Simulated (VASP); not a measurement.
MgS, 6 atoms in the cell. Symmetry: R3m, No. 160, trigonal system. Conventional cell: a = 4.054 Å, b = 4.054 Å, c = 9.737 Å, α = 90.00°, β = 90.00°, γ = 120.00°. Mg (site symmetry 3m) has 4 S at 2.43 to 2.48 Å within 3.2 Å. S (site symmetry 3m) has 4 Mg at 2.43 to 2.48 Å within 3.2 Å. 

* Program: VASP 6.6.1
* Task: relaxation of cell and atoms
* Functional: PBE
* Potentials or basis: VASP PAW PBE potentials, release 64 (Mg, S)
* Cutoff: 500 eV
* k mesh: 9 × 9 × 3, shifted
* Occupations: gaussian, width 0.02 eV
* Spin: no spin polarisation
* Dipole correction: no
* Further INCAR settings: ALGO = Normal; EDIFF = 1e-07; ISYM = -1; IBRION = 2; EDIFFG = -0.01; NSW = 65; ISIF = 3

Potentials or basis: VASP PAW PBE potentials, release 64 (Mg, S).

Launch:

```console
$ cat potpaw_PBE.64/Mg/POTCAR potpaw_PBE.64/S/POTCAR > POTCAR
$ mpirun -np 4 vasp_std > vasp.out
```

Hardware: 4 MPI ranks on Intel(R) Xeon(R) Platinum 8488C (Sapphire Rapids) (shared host).

How long does it take, and how much memory?

Wall time 4.5 min on 4 MPI ranks on Intel(R) Xeon(R) Platinum 8488C (Sapphire Rapids) (shared host), peak memory 0.25 GiB a rank. Counts: scf iterations 56, k points 122, ion steps 7.
